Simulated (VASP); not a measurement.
# Ge (Imma) in VASP: a series of runs

Ge is run at these levels: PBE; tasks: single point.

All numbers are computed with VASP 6.6.1; they aren't measurements. Logs are shortened: lines on timing, memory, paths and dates and some standing lists are left out, and cuts for length are marked.

## Step 1: The cell of the first run

Symmetry: Imma, No. 74, orthorhombic system. Conventional cell: a = 4.074 Å, b = 4.074 Å, c = 5.761 Å, α = 90.00°, β = 90.00°, γ = 90.00°. Within 3.0 Å of Ge (site symmetry mm2) lie 4 Ge at 2.29 to 2.75 Å.

## Step 2: Single point, PBE (atoms displaced along a vibrational mode)

INCAR reads:

```
SYSTEM = Ge
  PREC = Accurate
  ENCUT = 520
  EDIFF = 1E-6
  ISMEAR = 0
  SIGMA = 0.15
  LREAL = .False.
  LASPH = .True.
  NELM = 60
  ALGO = Normal
  ISIF = 2
  LWAVE = .False.
  LCHARG = .False.
  GGA = PE
  NBANDS = 21
```

KPOINTS reads:

```
Automatic mesh
0
Gamma
  18 18 18
  0 0 0
```

POSCAR reads:

```
Ge
1.0
    0.0000000000      2.8805347709      2.8805347709
    2.8805347709      0.0000000000      2.8805347709
    2.8805347709      2.8805347709      0.0000000000
Ge
2
Direct
    0.5347157760      0.4652842240      0.4652842240
    0.7152842240      0.7847157760      0.7847157760
```

Potentials or basis: VASP PAW PBE potentials, release 64 (Ge_d).

On the command line:

```console
$ cat potpaw_PBE.64/Ge_d/POTCAR > POTCAR
$ mpirun -np 1 vasp_std > vasp.out
```

OUTCAR:

```text
SYSTEM = Ge
   PREC = Accurate
   ENCUT = 520
   EDIFF = 1E-6
   ISMEAR = 0
   LREAL = .False.
   LASPH = .True.
   NELM = 60
   ISIF = 2
   GGA = PE

 ion  position               nearest neighbor table
   1  0.535  0.465  0.465-   2 2.29   2 2.29   2 2.75   2 2.75
   2  0.715  0.785  0.785-   1 2.29   1 2.29   1 2.75   1 2.75

  LATTYP: Found a face centered cubic cell.
 ALAT       =     5.7610695418

  Lattice vectors:

 A1 = (   0.0000000000,   2.8805347709,   2.8805347709)
 A2 = (   2.8805347709,   0.0000000000,   2.8805347709)
 A3 = (   2.8805347709,   2.8805347709,   0.0000000000)

Analysis of symmetry for initial positions (statically):
=====================================================================
 Subroutine PRICEL returns:
 Original cell was already a primitive cell.

 Routine SETGRP: Setting up the symmetry group for a
 face centered cubic supercell.

 Subroutine GETGRP returns: Found  8 space group operations
 (whereof  4 operations were pure point group operations)
 out of a pool of 48 trial point group operations.

The static configuration has the point symmetry C_2v.
 The point group associated with its full space group is D_2h.

Analysis of symmetry for dynamics (positions and initial velocities):
=====================================================================
 Subroutine PRICEL returns:
 Original cell was already a primitive cell.

 Routine SETGRP: Setting up the symmetry group for a
 face centered cubic supercell.

 Subroutine GETGRP returns: Found  8 space group operations
 (whereof  4 operations were pure point group operations)
 out of a pool of 48 trial point group operations.

The dynamic configuration has the point symmetry C_2v.
 The point group associated with its full space group is D_2h.

 Subroutine INISYM returns: Found  8 space group operations
 (whereof  4 operations are pure point group operations),
 and found     1 'primitive' translations

----------------------------------------------------------------------------------------

                                     Primitive cell

  volume of cell :      47.8024

  direct lattice vectors                    reciprocal lattice vectors
     0.000000000  2.880534771  2.880534771    -0.173578880  0.173578880  0.173578880
     2.880534771  0.000000000  2.880534771     0.173578880 -0.173578880  0.173578880
     2.880534771  2.880534771  0.000000000     0.173578880  0.173578880 -0.173578880

  length of vectors
     4.073691340  4.073691340  4.073691340     0.300647440  0.300647440  0.300647440

  position of ions in fractional coordinates (direct lattice)
     0.534715776  0.465284224  0.465284224
     0.715284224  0.784715776  0.784715776

  ion indices of the primitive-cell ions
   primitive index   ion index
                 1           1
                 2           2

----------------------------------------------------------------------------------------

 KPOINTS: Automatic mesh

Automatic generation of k-mesh.
 Grid dimensions read from file:
 generate k-points for:   18   18   18

 Generating k-lattice:

  Cartesian coordinates                     Fractional coordinates (reciprocal lattice)
    -0.009643271  0.009643271  0.009643271     0.055555556  0.000000000  0.000000000
     0.009643271 -0.009643271  0.009643271     0.000000000  0.055555556  0.000000000
     0.009643271  0.009643271 -0.009643271     0.000000000  0.000000000  0.055555556

  Length of vectors
     0.016702636  0.016702636  0.016702636

  Shift w.r.t. Gamma in fractional coordinates (k-lattice)
     0.000000000  0.000000000  0.000000000

 Subroutine IBZKPT returns following result:
 ===========================================

 Found    865 irreducible k-points:

 Following reciprocal coordinates:
            Coordinates               Weight
  0.000000  0.000000  0.000000      1.000000
  0.055556  0.000000  0.000000      4.000000
  0.000000  0.055556  0.000000      4.000000
  0.111111  0.000000  0.000000      4.000000
  0.000000  0.111111  0.000000      4.000000
  0.166667  0.000000  0.000000      4.000000
[... 16 lines left out ...]
  0.000000  0.111111  0.055556      4.000000
  0.055556  0.000000  0.111111      8.000000
 [... further k-points ...]
   k-points           NKPTS =    865   k-points in BZ     NKDIM =    865   number of bands    NBANDS=     21
   number of dos      NEDOS =    301   number of ions     NIONS =      2
   total plane-waves  NPLWV =  27000
   dimension x,y,z NGX =    30 NGY =   30 NGZ =   30
   dimension x,y,z NGXF=    60 NGYF=   60 NGZF=   60
   ions per type =               2
   NGX,Y,Z   is equivalent  to a cutoff of  12.24, 12.24, 12.24 a.u.
   NGXF,Y,Z  is equivalent  to a cutoff of  24.49, 24.49, 24.49 a.u.
 SYSTEM =  Ge
   PREC   = accura    normal or accurate (medium, high low for compatibility)
   ISTART =      0    job   : 0-new  1-cont  2-samecut
   ICHARG =      2    charge: 1-file 2-atom 10-const
   ISPIN  =      1    spin polarized calculation?
   LNONCOLLINEAR =      F non collinear calculations
   LSORBIT =      F    spin-orbit coupling
   LASPH  =      T    aspherical Exc in radial PAW
   ENCUT  =  520.0 eV  38.22 Ry    6.18 a.u.   7.57  7.57  7.57*2*pi/ulx,y,z
   NELM   =     60;   NELMIN=  2; NELMDL= -5     # of ELM steps
   EDIFF  = 0.1E-05   stopping-criterion for ELM
   LREAL  =      F    real-space projection
   EDIFFG = 0.1E-04   stopping-criterion for IOM
   NSW    =      0    number of steps for IOM
   IBRION =     -1    ionic relax: 0-MD 1-quasi-New 2-CG
   NFREE  =      0    steps in history (QN), initial steepest desc. (CG)
   ISIF   =      2    stress and relaxation
   ISYM   =      2    0-nonsym 1-usesym 2-fastsym
   POTIM  = 0.5000    time-step for ionic-motion
   TEBEG  =    0.0;   TEEND  =   0.0 temperature during run
   PSTRESS=    0.0 pullay stress
   NELECT =      28.0000    total number of electrons
   NUPDOWN=      -1.0000    fix difference up-down
   EMIN   =  10.00;   EMAX   =-10.00  energy-range for DOS
   EFERMI =   0.00;   METHOD = LEGACY
   ISMEAR =     0;   SIGMA  =   0.15  broadening in eV -4-tet -1-fermi 0-gaus
   EFERMI_NEDOS =   21; number of points for ismear=-14 and -15
   IALGO  =     38    algorithm
   IMIX   =      4    mixing-type and parameters
     AMIX     =   0.40;   BMIX     =  1.00
     AMIX_MAG =   1.60;   BMIX_MAG =  1.00
  volume/ion in A,a.u.               =      23.90       161.29
  Fermi-wavevector in a.u.,A,eV,Ry     =   1.369760  2.588471 25.527818  1.876242
  Thomas-Fermi vector in A             =   2.495606
   LORBIT       =      0    0 simple, 1 ext, 2 COOP (PROOUT), +10 PAW based schemes
   GGA     = PE    functional components
   LHFCALC =     F    Hartree Fock is set to
   AEXX    =    0.0000 exact exchange contribution
   IVDW    =     0    specifies the selected vdW correction
   LEPSILON=     F    determine dielectric tensor
   LRPA    =     F    only Hartree local field effects (RPA)
 non-spin polarized calculation
 Gauss-broadening in eV      SIGMA  =   0.15
  energy-cutoff  :      520.00
  volume of cell :       47.80
 maximum number of plane-waves:      1307
   NGX = 15   NGY = 15   NGZ = 15

 number of electron      27.9999980 magnetization

 Free energy of the ion-electron system (eV)
  ---------------------------------------------------
  ext. energy  EPLUGINS =         0.00000000
  ---------------------------------------------------
  free energy    TOTEN  =        -8.29972374 eV

  energy without entropy =       -8.29586952  energy(sigma->0) =       -8.29779663

 E-fermi :   4.6205     XC(G=0):  -9.7010

 val. band max:        4.6191247161   @ k =   0.0000   0.2222   0.0000
 cond. band min:       4.6209207387   @ k =   0.0556  -0.2778  -0.2778
 fundamental gap:      0.0017960226
 Fermi energy:         4.6204776174

 k-point     1 :       0.0000    0.0000    0.0000
  band No.  band energies     occupation
      1     -20.5274      2.00000
      2     -20.4748      2.00000
      3     -20.4421      2.00000
      4     -20.3886      2.00000
      5     -20.3667      2.00000
      6     -20.2646      2.00000
[... 13 lines left out ...]
     20      13.7247      0.00000
     21      14.0624      0.00000

 k-point     2 :       0.0556    0.0000    0.0000
  band No.  band energies     occupation
      1     -20.5272      2.00000
      2     -20.4753      2.00000
      3     -20.4414      2.00000
      4     -20.3882      2.00000
      5     -20.3660      2.00000
      6     -20.2651      2.00000
[... 13 lines left out ...]
     20      13.5186      0.00000
     21      13.6950      0.00000

 k-point     3 :       0.0000    0.0556    0.0000
  band No.  band energies     occupation
      1     -20.5298      2.00000
      2     -20.4816      2.00000
      3     -20.4420      2.00000
      4     -20.3834      2.00000
      5     -20.3652      2.00000
      6     -20.2656      2.00000
[... 13 lines left out ...]
     20      13.1998      0.00000
     21      13.7166      0.00000

 k-point     4 :       0.1111    0.0000    0.0000
  band No.  band energies     occupation
      1     -20.5263      2.00000
      2     -20.4767      2.00000
      3     -20.4395      2.00000
      4     -20.3868      2.00000
      5     -20.3641      2.00000
      6     -20.2668      2.00000
[... 13 lines left out ...]
     20      13.1359      0.00000
     21      13.4322      0.00000

 k-point     5 :       0.0000    0.1111    0.0000
  band No.  band energies     occupation
      1     -20.5366      2.00000
      2     -20.4977      2.00000
      3     -20.4417      2.00000
      4     -20.3720      2.00000
      5     -20.3612      2.00000
      6     -20.2683      2.00000
[... 13 lines left out ...]
     20      12.7133      0.00000
     21      13.2081      0.00000

 k-point     6 :       0.1667    0.0000    0.0000
  band No.  band energies     occupation
      1     -20.5248      2.00000
      2     -20.4784      2.00000
      3     -20.4371      2.00000
      4     -20.3849      2.00000
      5     -20.3608      2.00000
      6     -20.2697      2.00000
[... 13 lines left out ...]
     20      12.8286      0.00000
     21      13.3043      0.00000

 k-point     7 :       0.0000    0.1667    0.0000
  band No.  band energies     occupation
      1     -20.5465      2.00000
      2     -20.5171      2.00000
      3     -20.4406      2.00000
      4     -20.3601      2.00000
      5     -20.3561      2.00000
      6     -20.2716      2.00000
[... 13 lines left out ...]
     20      12.4538      0.00000
     21      12.8998      0.00000
[... 291 lines left out ...]
      1     -20.5298      2.00000
      2     -20.4818      2.00000
      3     -20.4419      2.00000
      4     -20.3834      2.00000
      5     -20.3640      2.00000
      6     -20.2669      2.00000
[... 13 lines left out ...]
     20      12.9484      0.00000
     21      14.0466      0.00000

 k-point    21 :       0.0000    0.0556    0.0556
  band No.  band energies     occupation
      1     -20.5269      2.00000
      2     -20.4754      2.00000
      3     -20.4411      2.00000
      4     -20.3876      2.00000
      5     -20.3677      2.00000
      6     -20.2632      2.00000
[... 13 lines left out ...]
     20      13.2977      0.00000
     21      13.7745      0.00000

 k-point    22 :       0.1111    0.0556    0.0000
  band No.  band energies     occupation
      1     -20.5292      2.00000
      2     -20.4828      2.00000
      3     -20.4405      2.00000
      4     -20.3824      2.00000
      5     -20.3617      2.00000
      6     -20.2693      2.00000
[... 13 lines left out ...]
     20      12.5922      0.00000
     21      13.9301      0.00000

 k-point    23 :       0.0000    0.1111    0.0556
  band No.  band energies     occupation
      1     -20.5287      2.00000
      2     -20.4827      2.00000
      3     -20.4401      2.00000
      4     -20.3815      2.00000
      5     -20.3673      2.00000
      6     -20.2627      2.00000
[... 13 lines left out ...]
     20      12.8490      0.00000
     21      13.3621      0.00000

 k-point    24 :       0.0556    0.0000    0.1111
  band No.  band energies     occupation
      1     -20.5369      2.00000
      2     -20.4976      2.00000
      3     -20.4421      2.00000
      4     -20.3723      2.00000
      5     -20.3593      2.00000
      6     -20.2706      2.00000
[... 13 lines left out ...]
     20      12.4073      0.00000
     21      13.6621      0.00000

 [... further k-points ...]

------------------------ aborting loop because EDIFF is reached ----------------------------------------

  FORCE on cell =-STRESS in cart. coord.  units (eV):
  Direction    XX          YY          ZZ          XY          YZ          ZX
  --------------------------------------------------------------------------------------
  -------------------------------------------------------------------------------------
  Total       -0.0997533      1.8781839      1.8781839     -0.0000000     -3.4192428      0.0000000
  in kB       -3.3433997     62.9505218     62.9505218     -0.0000000   -114.6017279      0.0000000
  external PRESSURE =      40.8525480 kB  Pullay stress =       0.0000000 kB

 VOLUME and BASIS-vectors are now :
 -----------------------------------------------------------------------------
  energy-cutoff  :      520.00
  volume of cell :       47.80
      direct lattice vectors                 reciprocal lattice vectors
     0.000000000  2.880534771  2.880534771    -0.173578880  0.173578880  0.173578880
     2.880534771  0.000000000  2.880534771     0.173578880 -0.173578880  0.173578880
     2.880534771  2.880534771  0.000000000     0.173578880  0.173578880 -0.173578880

 POSITION                                       TOTAL-FORCE (eV/Angst)
 -----------------------------------------------------------------------------------
      2.68053      2.88053      2.88053         3.352426     -0.000000     -0.000000
      4.52080      4.32080      4.32080        -3.352426      0.000000      0.000000
 -----------------------------------------------------------------------------------
    total drift:                                0.000000      0.000000      0.000000

  FREE ENERGIE OF THE ION-ELECTRON SYSTEM (eV)
  ---------------------------------------------------
  free  energy   TOTEN  =        -8.2997237405 eV

  energy  without entropy=       -8.2958695168  energy(sigma->0) =       -8.29779663
```

Wall time 18 min (1 thread of Intel Xeon 8259CL, shared host); peak memory 0.71 GiB.

Results:

```yaml
Free_energy: -8.2997 eV
Pressure: 4.1 GPa
Largest_force: 3.352 eV/Å
Band_gap_on_the_k_mesh: zero (bands 14 and 15 overlap by 1.58 eV)
```

Forces on the atoms (eV/Å):
```
Ge   3.352  0.000  0.000
Ge  -3.352  0.000  0.000
```

Stress tensor (GPa, compression positive):
```
 -0.33   0.00   0.00
  0.00   6.30 -11.46
  0.00 -11.46   6.30
```

Caveat: the cell differs from its parent crystal (atoms displaced along a vibrational mode); the stress differs along the axes, from -0 to 6 GPa; forces of over 1 eV/Å act on the atoms, so gaps and moduli don't describe the material at rest.

[end of part 1 of 2]
